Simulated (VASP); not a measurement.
## Sc: single point with PBEsol

The system is Sc.

```
CELL_PARAMETERS angstrom
0.00000 2.24779 2.27050
2.24779 0.00000 2.27050
2.24779 2.24779 0.00000
ATOMIC_POSITIONS crystal
Sc 0.00000 0.00000 0.00000
```

This cell differs from its parent crystal: equal xx and yy strain of -1 %.

- Program: VASP 6.6.1
- Task: single point
- Functional: PBEsol
- Potentials or basis: VASP PAW PBE potentials, release 64 (Sc_sv)
- Cutoff: 520 eV
- k mesh: 12 × 12 × 12
- Occupations: fermi-dirac, width 0.03 eV
- Spin: no spin polarisation

* Pressure: 1.6 GPa

Stress tensor (GPa, compression positive):
```
1.73 0.00 0.00
0.00 1.73 0.00
0.00 0.00 1.39
```

Levels at points of the mesh, in eV from the Fermi level:
| k point | band 3 | band 4 | band 5 | band 6 | band 7 | band 8 |
| --- | --- | --- | --- | --- | --- | --- |
| (0.00, 0.00, 0.00) | -27.49 | -27.49 | -5.33 | 1.62 | 1.69 | 1.69 |
| (0.50, 0.00, 0.00) | -27.56 | -27.56 | -1.87 | 0.38 | 1.50 | 1.58 |
| (0.50, 0.50, 0.00) | -27.67 | -27.67 | -1.69 | -0.73 | 2.08 | 4.18 |
| (0.50, 0.00, 0.50) | -27.68 | -27.67 | -1.68 | -0.75 | 2.23 | 4.18 |

Wall time 20 s on 1 thread of Intel(R) Xeon(R) Platinum 8488C (Sapphire Rapids), on a shared host, peak memory 0.16 GiB.

Caveat: the cell differs from its parent crystal (equal xx and yy strain of -1 %); the PAW data sets were made with another functional, which shifts forces and pressure a little.
